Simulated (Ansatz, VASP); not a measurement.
# Si2WC3 in VASP and in Ansatz

```
Si W C
1.0
     4.90313    0.00000    0.00000
    -2.45157    4.24624    0.00000
     0.00000    0.00000    2.83051
Si W C
2 1 3
Direct
  0.66667 0.33333 0.03229
  0.33333 0.66667 0.03229
  0.00000 0.00000 0.53224
  0.50000 0.50000 0.53228
  0.50000 0.00000 0.53228
  0.00000 0.50000 0.53228
```

Change from the starting cell: species swapped into the ErCo3Ge2 type (P6mm, No. 183).

Alike in both runs: functional PBE; k mesh 4 × 4 × 5; occupations gaussian, width 0.2 eV; no spin polarisation.

Ansatz relaxed the structure, and its values are those at the end. VASP's run is a single point on that final structure, the one shown.

|  | VASP | Ansatz |
| --- | --- | --- |
| version | VASP 6.6.1 | Ansatz 0.2.0 |
| potentials or method | VASP PAW PBE potentials, release 64 (Si, W_sv, C), cutoff 600 eV | scalar-relativistic, plane waves, PAW |
| valence electrons in the cell | 34 | 34 |

|  | VASP | Ansatz | Ansatz less VASP |
| --- | --- | --- | --- |
| gap on the k mesh at the Fermi level (eV) | none | none | - |
| pressure (GPa) | -0.2 | -0.4 | -0.12 |

A gap of «none» marks a metal or a gap that the smearing closes.

The k mesh is coarse, so the values compare programs but aren't converged. Neither program's run includes spin-orbit coupling.
